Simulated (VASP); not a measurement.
# Ag (Fm-3m) in VASP: a series of runs

Runs on Ag. Level: PBE. Tasks: single point, relaxation of cell and atoms.

Everything below comes from runs of VASP 6.6.1. Logs are shortened: lines on timing, memory, paths and dates and some standing lists are left out, and cuts for length are marked.

## 1. The cell of the first run

The structure is cubic, space group Fm-3m (No. 225). The conventional cell has a = 4.148 Å, b = 4.148 Å, c = 4.148 Å, α = 90.00°, β = 90.00°, γ = 90.00°. Within 3.9 Å of Ag (site symmetry m-3m) lie 12 Ag at 2.93 Å.

## 2. Single point, PBE

INCAR

```
SYSTEM = Ag
PREC = Accurate ; ENCUT = 520
EDIFF = 1E-6 ; ISMEAR = -1
SIGMA = 0.08 ; LREAL = .FALSE.
LASPH = .TRUE. ; NELM = 60
ALGO = Normal ; ISIF = 2
LWAVE = .FALSE. ; LCHARG = .FALSE.
GGA = PE ; NBANDS = 12
```

KPOINTS

```
regular mesh
0
G
  16 16 16
  0 0 0
```

POSCAR

```
Ag
1.0
    0.0000000000      2.0740608259      2.0740608259
    2.0740608259      0.0000000000      2.0740608259
    2.0740608259      2.0740608259      0.0000000000
Ag
1
Direct
    0.0000000000      0.0000000000      0.0000000000
```

Potentials or basis: VASP PAW PBE potentials, release 64 (Ag).

The run is started by

```bash
cat potpaw_PBE.64/Ag/POTCAR > POTCAR
mpirun -np 1 vasp_std > vasp.out
```

OUTCAR:

```text
SYSTEM = Ag
   PREC = Accurate
   ENCUT = 520
   EDIFF = 1E-6
   ISMEAR = -1
   LREAL = .FALSE.
   LASPH = .TRUE.
   NELM = 60
   ISIF = 2
   GGA = PE

 ion  position               nearest neighbor table
   1  0.000  0.000  0.000-

  LATTYP: Found a face centered cubic cell.
 ALAT       =     4.1481216518

  Lattice vectors:

 A1 = (   0.0000000000,   2.0740608259,   2.0740608259)
 A2 = (   2.0740608259,   0.0000000000,   2.0740608259)
 A3 = (   2.0740608259,   2.0740608259,   0.0000000000)

Analysis of symmetry for initial positions (statically):
=====================================================================
 Subroutine PRICEL returns:
 Original cell was already a primitive cell.

 Routine SETGRP: Setting up the symmetry group for a
 face centered cubic supercell.

 Subroutine GETGRP returns: Found 48 space group operations
 (whereof 48 operations were pure point group operations)
 out of a pool of 48 trial point group operations.

The static configuration has the point symmetry O_h .

Analysis of symmetry for dynamics (positions and initial velocities):
=====================================================================
 Subroutine PRICEL returns:
 Original cell was already a primitive cell.

 Routine SETGRP: Setting up the symmetry group for a
 face centered cubic supercell.

 Subroutine GETGRP returns: Found 48 space group operations
 (whereof 48 operations were pure point group operations)
 out of a pool of 48 trial point group operations.

The dynamic configuration has the point symmetry O_h .

 Subroutine INISYM returns: Found 48 space group operations
 (whereof 48 operations are pure point group operations),
 and found     1 'primitive' translations

----------------------------------------------------------------------------------------

                                     Primitive cell

  volume of cell :      17.8441

  direct lattice vectors                    reciprocal lattice vectors
     0.000000000  2.074060826  2.074060826    -0.241072968  0.241072968  0.241072968
     2.074060826  0.000000000  2.074060826     0.241072968 -0.241072968  0.241072968
     2.074060826  2.074060826  0.000000000     0.241072968  0.241072968 -0.241072968

  length of vectors
     2.933164949  2.933164949  2.933164949     0.417550630  0.417550630  0.417550630

  position of ions in fractional coordinates (direct lattice)
     0.000000000  0.000000000  0.000000000

  ion indices of the primitive-cell ions
   primitive index   ion index
[... 75 lines left out ...]
   EDIFFG = 0.1E-04   stopping-criterion for IOM
   NSW    =      0    number of steps for IOM
   IBRION =     -1    ionic relax: 0-MD 1-quasi-New 2-CG
   NFREE  =      0    steps in history (QN), initial steepest desc. (CG)
   ISIF   =      2    stress and relaxation
   ISYM   =      2    0-nonsym 1-usesym 2-fastsym
   POTIM  = 0.5000    time-step for ionic-motion
   TEBEG  =    0.0;   TEEND  =   0.0 temperature during run
   PSTRESS=    0.0 pullay stress
   NELECT =      11.0000    total number of electrons
   NUPDOWN=      -1.0000    fix difference up-down
   EMIN   =  10.00;   EMAX   =-10.00  energy-range for DOS
   EFERMI =   0.00;   METHOD = LEGACY
   ISMEAR =    -1;   SIGMA  =   0.08  broadening in eV -4-tet -1-fermi 0-gaus
   EFERMI_NEDOS =   21; number of points for ismear=-14 and -15
   IALGO  =     38    algorithm
   IMIX   =      4    mixing-type and parameters
     AMIX     =   0.40;   BMIX     =  1.00
     AMIX_MAG =   1.60;   BMIX_MAG =  1.00
  volume/ion in A,a.u.               =      17.84       120.42
  Fermi-wavevector in a.u.,A,eV,Ry     =   1.393288  2.632933 26.412331  1.941252
  Thomas-Fermi vector in A             =   2.516949
   LORBIT       =      0    0 simple, 1 ext, 2 COOP (PROOUT), +10 PAW based schemes
   GGA     = PE    functional components
   LHFCALC =     F    Hartree Fock is set to
   AEXX    =    0.0000 exact exchange contribution
   IVDW    =     0    specifies the selected vdW correction
   LEPSILON=     F    determine dielectric tensor
   LRPA    =     F    only Hartree local field effects (RPA)
 non-spin polarized calculation
  energy-cutoff  :      520.00
  volume of cell :       17.84
 maximum number of plane-waves:       531
 NGX is ok and might be reduce to    24
   NGX = 11   NGY = 11   NGZ = 11

 number of electron      11.0000000 magnetization

 Free energy of the ion-electron system (eV)
  ---------------------------------------------------
  ext. energy  EPLUGINS =         0.00000000
  ---------------------------------------------------
  free energy    TOTEN  =        -2.72191467 eV

  energy without entropy =       -2.71642143  energy(sigma->0) =       -2.71916805

 E-fermi :   7.7818     XC(G=0): -11.9400

 val. band max:        7.7698238584   @ k =   0.5000   0.1875   0.0625
 cond. band min:       7.8618026584   @ k =   0.4375   0.3750   0.0000
 fundamental gap:      0.0919788000
 Fermi energy:         7.7818321295

 k-point     1 :       0.0000    0.0000    0.0000
  band No.  band energies     occupation
      1       0.3743      2.00000
      2       3.1675      2.00000
      3       3.1675      2.00000
      4       3.1675      2.00000
      5       4.1209      2.00000
      6       4.1209      2.00000
      7      23.7325      0.00000
      8      27.0414      0.00000
      9      27.0414      0.00000
     10      27.0414      0.00000
     11      31.7402      0.00000
     12      32.5995      0.00000
[... 331 lines left out ...]
 k-point    24 :      -0.0625    0.0625    0.0000
  band No.  band energies     occupation
      1       0.6837      2.00000
      2       3.0891      2.00000
      3       3.2420      2.00000
      4       3.2688      2.00000
      5       4.0486      2.00000
      6       4.1404      2.00000
      7      23.6600      0.00000
      8      25.0531      0.00000
      9      26.4039      0.00000
     10      27.6111      0.00000
     11      30.8261      0.00000
     12      32.5502      0.00000

 [... further k-points ...]
[... 5 lines left out ...]
  --------------------------------------------------------------------------------------
  -------------------------------------------------------------------------------------
  Total       -0.0128244     -0.0128244     -0.0128244      0.0000000      0.0000000     -0.0000000
  in kB       -1.1514739     -1.1514739     -1.1514739      0.0000000      0.0000000     -0.0000000
  external PRESSURE =      -1.1514739 kB  Pullay stress =       0.0000000 kB

 VOLUME and BASIS-vectors are now :
 -----------------------------------------------------------------------------
  energy-cutoff  :      520.00
  volume of cell :       17.84
      direct lattice vectors                 reciprocal lattice vectors
     0.000000000  2.074060826  2.074060826    -0.241072968  0.241072968  0.241072968
     2.074060826  0.000000000  2.074060826     0.241072968 -0.241072968  0.241072968
     2.074060826  2.074060826  0.000000000     0.241072968  0.241072968 -0.241072968

 POSITION                                       TOTAL-FORCE (eV/Angst)
 -----------------------------------------------------------------------------------
      0.00000      0.00000      0.00000         0.000000      0.000000      0.000000
 -----------------------------------------------------------------------------------
    total drift:                               -0.000000      0.000000      0.000000

  FREE ENERGIE OF THE ION-ELECTRON SYSTEM (eV)
  ---------------------------------------------------
  free  energy   TOTEN  =        -2.7219146669 eV

  energy  without entropy=       -2.7164214275  energy(sigma->0) =       -2.71916805
```

OSZICAR:

```text
N       E                     dE             d eps       ncg     rms          rms(c)
DAV:   1     0.522237114411E+02    0.52224E+02   -0.54272E+03  3500   0.820E+02
DAV:   2    -0.211354504555E+01   -0.54337E+02   -0.51141E+02  4020   0.193E+02
DAV:   3    -0.296042570773E+01   -0.84688E+00   -0.84630E+00  4128   0.253E+01
DAV:   4    -0.296300392675E+01   -0.25782E-02   -0.25781E-02  4052   0.148E+00
DAV:   5    -0.296302493984E+01   -0.21013E-04   -0.21014E-04  4092   0.120E-01    0.464E+00
DAV:   6    -0.273086179040E+01    0.23216E+00   -0.94380E-01  3812   0.863E+00    0.307E+00
DAV:   7    -0.272439772828E+01    0.64641E-02   -0.76113E-03  4024   0.836E-01    0.176E+00
DAV:   8    -0.272190155656E+01    0.24962E-02   -0.70381E-04  3936   0.205E-01    0.796E-02
DAV:   9    -0.272190953698E+01   -0.79804E-05   -0.87184E-06  4104   0.217E-02    0.256E-02
DAV:  10    -0.272191503913E+01   -0.55022E-05   -0.41713E-06  3944   0.194E-02    0.474E-03
DAV:  11    -0.272191466686E+01    0.37227E-06   -0.80515E-08  2216   0.238E-03
   1 F= -.27219147E+01 E0= -.27191680E+01  d E =-.549324E-02
```

It took 8.1 s on 1 thread of Intel Xeon 6975P-C (Granite Rapids), shared host; peak memory 0.16 GiB.

What came out:

```yaml
Free_energy: -2.7219 eV
Pressure: -0.1 GPa
```

## 3. Relaxation of cell and atoms, PBE, target pressure 31 GPa, at which the enthalpy is minimised

This run uses another cell than the first one, of 14.67 Å³/atom, 0.822 times its volume.

INCAR

```
SYSTEM = Ag
ALGO = Normal
EDIFF = 1E-7
EDIFFG = -0.005
ENCUT = 600
GGA = PE
IBRION = 2
ISIF = 3
ISMEAR = -1
LASPH = .True.
LCHARG = .False.
LREAL = .False.
LWAVE = .False.
NELM = 60
NSW = 60
PREC = Accurate
PSTRESS = 310.0
SIGMA = 0.08
```

KPOINTS

```
k-points
0
Gamma
  17 17 17
  0 0 0
```

POSCAR

```
Ag
1.0
    0.0000000000      1.9428775408      1.9428775408
    1.9428775408      0.0000000000      1.9428775408
    1.9428775408      1.9428775408      0.0000000000
Ag
1
Direct
    0.0000000000      0.0000000000      0.0000000000
```

Potentials or basis: VASP PAW PBE potentials, release 64 (Ag).

The run is started by

```bash
cat potpaw_PBE.64/Ag/POTCAR > POTCAR
mpirun -np 1 vasp_std > vasp.out
```

Wall time 15 s (1 thread of Intel Xeon 6975P-C (Granite Rapids), shared host); peak memory 0.16 GiB.

Results (log left out):

| Quantity | Value |
| --- | --- |
| Free energy | -2.4694 eV |
| Relaxed volume | 14.65 Å³/atom |
| Relaxed cell | a = 2.747 Å, b = 2.747 Å, c = 2.747 Å, α = 60.00°, β = 60.00°, γ = 60.00° |
| Space group after relaxing (to 0.05 Å) | Fm-3m (No. 225) |
| Energy change on relaxing (the enthalpy is what falls) | +3.3 meV/atom |
| Ionic steps | 3 |
| Pressure after relaxing | 31.0 GPa |

The path:
```tsv
step	energy change (eV)	largest force (eV/Å)	pressure (GPa)	volume (Å³)
1	0.0000	0.0000	30.72	14.67
2	0.0107	0.0000	31.62	14.61
3	0.0033	0.0000	31.02	14.65
```

Final structure:
```xyz
1
Lattice="0.0000 1.9421 1.9421 1.9421 0.0000 1.9421 1.9421 1.9421 0.0000" Properties=species:S:1:pos:R:3 pbc="T T T"
Ag    0.0000    0.0000    0.0000
```

Levels at points of the mesh, in eV from the Fermi level:
| k point | band 4 | band 5 | band 6 | band 7 | band 8 | band 9 |
| --- | --- | --- | --- | --- | --- | --- |
| (0.00, 0.00, 0.00) | -5.59 | -4.24 | -4.24 | 16.11 | 20.59 | 20.59 |

Caveat: the cell is relaxed towards a set pressure, so the enthalpy falls and the energy may rise.

## 4. Relaxation of cell and atoms, PBE, target pressure 31 GPa, at which the enthalpy is minimised

This run uses another cell than the first one, of 14.68 Å³/atom, 0.823 times its volume.

INCAR

```
  PREC = Accurate
  ENCUT = 600
  EDIFF = 1E-7
  ISMEAR = -1
  SIGMA = 0.08
  LREAL = F
  LASPH = T
  NELM = 80
  ALGO = Normal
  ISIF = 3
  LWAVE = F
  LCHARG = F
  GGA = PE
  IBRION = 2
  NSW = 32
  EDIFFG = -0.005
  PSTRESS = 310.0
```

KPOINTS

```
regular mesh
0
Gamma
  17 17 17
```

POSCAR

```
Ag
1.0
    0.0000000000      1.9433521845      1.9433521845
    1.9433521845      0.0000000000      1.9433521845
    1.9433521845      1.9433521845      0.0000000000
Ag
1
Direct
    0.0000000000      0.0000000000      0.0000000000
```

Potentials or basis: VASP PAW PBE potentials, release 64 (Ag).

The run is started by

```bash
cat potpaw_PBE.64/Ag/POTCAR > POTCAR
mpirun -np 1 vasp_std > vasp.out
```

OUTCAR:

```text
PREC = Accurate
   ENCUT = 600
   EDIFF = 1E-7
   ISMEAR = -1
   LREAL = F
   LASPH = T
   NELM = 80
   ISIF = 3
   GGA = PE
   IBRION = 2
   NSW = 32
   EDIFFG = -0.005
   PSTRESS = 310.0

 ion  position               nearest neighbor table
   1  0.000  0.000  0.000-

  LATTYP: Found a face centered cubic cell.
 ALAT       =     3.8867043690

  Lattice vectors:

 A1 = (   0.0000000000,   1.9433521845,   1.9433521845)
 A2 = (   1.9433521845,   0.0000000000,   1.9433521845)
 A3 = (   1.9433521845,   1.9433521845,   0.0000000000)

Analysis of symmetry for initial positions (statically):
=====================================================================
[... 249 lines left out ...]
  ext. energy  EPLUGINS =         0.00000000
  ---------------------------------------------------
  free energy    TOTEN  =        -2.46929579 eV

  energy without entropy =       -2.46342998  energy(sigma->0) =       -2.46636288

 E-fermi :  10.8849     XC(G=0): -13.1420

 val. band max:       10.7882970801   @ k =  -0.4706   0.1176   0.0588
 cond. band min:      10.9336865350   @ k =  -0.3529   0.1765   0.0000
 fundamental gap:      0.1453894549
 Fermi energy:        10.8849460901

 k-point     1 :       0.0000    0.0000    0.0000
  band No.  band energies     occupation
      1       1.7737      2.00000
      2       5.2960      2.00000
      3       5.2960      2.00000
      4       5.2960      2.00000
      5       6.6461      2.00000
      6       6.6461      2.00000
      7      26.9930      0.00000
      8      31.4799      0.00000
      9      31.4799      0.00000
[... 265 lines left out ...]
 k-point    24 :      -0.1176    0.0588    0.0000
  band No.  band energies     occupation
      1       2.5095      2.00000
      2       5.0917      2.00000
      3       5.5004      2.00000
      4       5.5341      2.00000
      5       6.4653      2.00000
      6       6.7159      2.00000
      7      27.0059      0.00000
      8      28.2245      0.00000
      9      31.0082      0.00000

 [... further k-points ...]
[... 5 lines left out ...]
  --------------------------------------------------------------------------------------
  -------------------------------------------------------------------------------------
  Total        2.8360508      2.8360508      2.8360508      0.0000000     -0.0000000      0.0000000
  in kB      310.1581131    310.1581131    310.1581131      0.0000000     -0.0000000      0.0000000
  external PRESSURE =       0.1581131 kB  Pullay stress =     310.0000000 kB
[... 20 lines left out ...]
  energy  without entropy=       -2.4634299808  energy(sigma->0) =       -2.46636288

  enthalpy is  TOTEN    =         0.3653092615 eV   P V=        2.8346050491

 reached required accuracy - stopping structural energy minimisation
```

Run time: 16 s. Hardware: 1 thread of Intel Xeon 6975P-C (Granite Rapids), shared host; peak memory 0.16 GiB.

What came out:

```yaml
Free_energy: -2.4693 eV
Relaxed_volume: 14.65 Å³/atom
Relaxed_cell: a = 2.747 Å, b = 2.747 Å, c = 2.747 Å, α = 60.00°, β = 60.00°, γ = 60.00°
Space_group_after_relaxing_to_0.05_Å: Fm-3m (No. 225)
Energy_change_on_relaxing_the_enthalpy_is_what_falls: +5.5 meV/atom
Ionic_steps: 3
Pressure_after_relaxing: 31.0 GPa
```

Step by step:
```csv
step,energy change (eV),largest force (eV/Å),pressure (GPa),volume (Å³)
1,0.0000,0.0000,30.54,14.68
2,0.0175,0.0000,32.07,14.59
3,0.0055,0.0000,31.02,14.65
```

Final structure:
```
Ag
1.0
     0.00000    1.94210    1.94210
     1.94210    0.00000    1.94210
     1.94210    1.94210    0.00000
Ag
1
Direct
  0.00000 0.00000 0.00000
```

Levels at points of the mesh, in eV from the Fermi level:
```csv
k point,band 3,band 4,band 5,band 6,band 7,band 8,band 9
"(0.00, 0.00, 0.00)",-5.59,-5.59,-4.24,-4.24,16.11,20.59,20.59
```

Caveat: the cell is relaxed towards a set pressure, so the enthalpy falls and the energy may rise.
